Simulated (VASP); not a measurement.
Set up this calculation in VASP 6.6.1, as the native input.

| Quantity | Value |
| --- | --- |
| Task | G0W0 quasiparticle levels |
| Functional | PBE |
| Potentials or basis | VASP PAW PBE potentials, release 64 (Ga_d_GW, P_GW) |
| Cutoff | 500 eV |
| k mesh | 2 × 2 × 2 |
| Occupations | gaussian, width 0.01 eV |
| Spin | no spin polarisation |
| Dipole correction | no |
| GW scheme | G0W0 |
| GW iterations | 1 |
| Cutoff of the response function | 200 |
| Frequency points | 48 |
| Empty bands | 782 |
| Further INCAR settings | ALGO = EVGW0; EDIFF = 1e-08; NBANDS = 791 |

GaP:

```xyz
2
Lattice="0.0000 2.7255 2.7255 2.7255 0.0000 2.7255 2.7255 2.7255 0.0000" Properties=species:S:1:pos:R:3 pbc="T T T"
Ga    0.0000    0.0000    0.0000
P     1.3627    1.3627    1.3627
```

One way to write it, as run:

POSCAR

```
GaP
1.0
    0.0000000000      2.7255000000      2.7255000000
    2.7255000000      0.0000000000      2.7255000000
    2.7255000000      2.7255000000      0.0000000000
Ga P
1 1
Direct
    0.0000000000      0.0000000000      0.0000000000
    0.2500000000      0.2500000000      0.2500000000
```

INCAR.step1

```
SYSTEM = GaP
  ALGO = Normal
  EDIFF = 1E-8
  ENCUT = 500
  GGA = PE
  ISMEAR = 0
  LASPH = .True.
  LCHARG = .False.
  LREAL = .False.
  LWAVE = .True.
  NELM = 60
  PREC = Accurate
  SIGMA = 0.01
```

INCAR.step2

```
SYSTEM = GaP
  ALGO = Exact
  EDIFF = 1E-8
  ENCUT = 500
  GGA = PE
  ISMEAR = 0
  ISTART = 1
  LASPH = .True.
  LCHARG = .False.
  LOPTICS = .True.
  LREAL = .False.
  LWAVE = .True.
  NBANDS = 791
  NELM = 1
  PREC = Accurate
  SIGMA = 0.01
```

INCAR.step3

```
SYSTEM = GaP
  ALGO = EVGW0
  EDIFF = 1E-8
  ENCUT = 500
  ENCUTGW = 200
  GGA = PE
  ISMEAR = 0
  ISTART = 1
  LASPH = .True.
  LCHARG = .False.
  LREAL = .False.
  LWAVE = .False.
  NBANDS = 791
  NBANDSGW = 17
  NELMGW = 1
  NOMEGA = 48
  PREC = Accurate
  PRECFOCK = Fast
  SIGMA = 0.01
```

KPOINTS

```
k-points
0
Gamma
  2 2 2
  0 0 0
```

Potentials or basis: VASP PAW PBE potentials, release 64 (Ga_d_GW, P_GW).

The run is started by

```sh
$ cat potpaw_PBE.64/Ga_d_GW/POTCAR potpaw_PBE.64/P_GW/POTCAR > POTCAR
$ cp INCAR.step1 INCAR
$ mpirun -np 1 vasp_std > vasp.out
$ cp INCAR.step2 INCAR
$ mpirun -np 1 vasp_std > vasp.out
$ cp INCAR.step3 INCAR
$ mpirun -np 1 vasp_std > vasp.out
```

Results of the run:

- Quasiparticle gap: 1.89 eV
- Least direct quasiparticle gap: 2.65 eV
- Band gap of the starting levels on the mesh: 1.46 eV
- Least direct gap of the starting levels on the mesh: 1.76 eV

Caveat: the k points lie up to 1.00 Å⁻¹ apart; bands, screening cutoff and mesh are small and nothing is extrapolated, so the quasiparticle values aren't converged.

Run time: 58 s on 1 thread of AMD EPYC 9R45 96-Core Processor (Zen 5) (shared host), peak memory 0.31 GiB.
